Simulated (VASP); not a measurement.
Input of a VASP 6.6.1 run:

File INCAR:

```
  PREC = Accurate
  ENCUT = 520
  EDIFF = 1E-6
  ISMEAR = 0
  SIGMA = 0.15
  LREAL = F
  LASPH = T
  NELM = 80
  ALGO = Fast
  ISIF = 2
  LWAVE = F
  LCHARG = T
  LELF = T
  LVHAR = T
  NBANDS = 12
```

File KPOINTS:

```
regular mesh
0
Gamma
  18 18 18
```

POSCAR

```
In
1.0
   -1.8825252400      1.9390009972      1.8825252400
    1.8825252400     -1.9390009972      1.8825252400
    1.8825252400      1.9390009972     -1.8825252400
In
1
Direct
    0.0000000000      0.0000000000      0.0000000000
```

Potentials or basis: VASP PAW LDA potentials, release 64 (In_d).

Launch:

```console
$ cat potpaw_LDA.64/In_d/POTCAR > POTCAR
$ mpirun -np 1 vasp_std > vasp.out
```

**Question.** Estimate the pressure.

**Answer.** -3.8 GPa.

Caveat: the cell differs from its parent crystal (strain +0.0300 x Voigt [0, 1, 0, 0, 0, 0]).
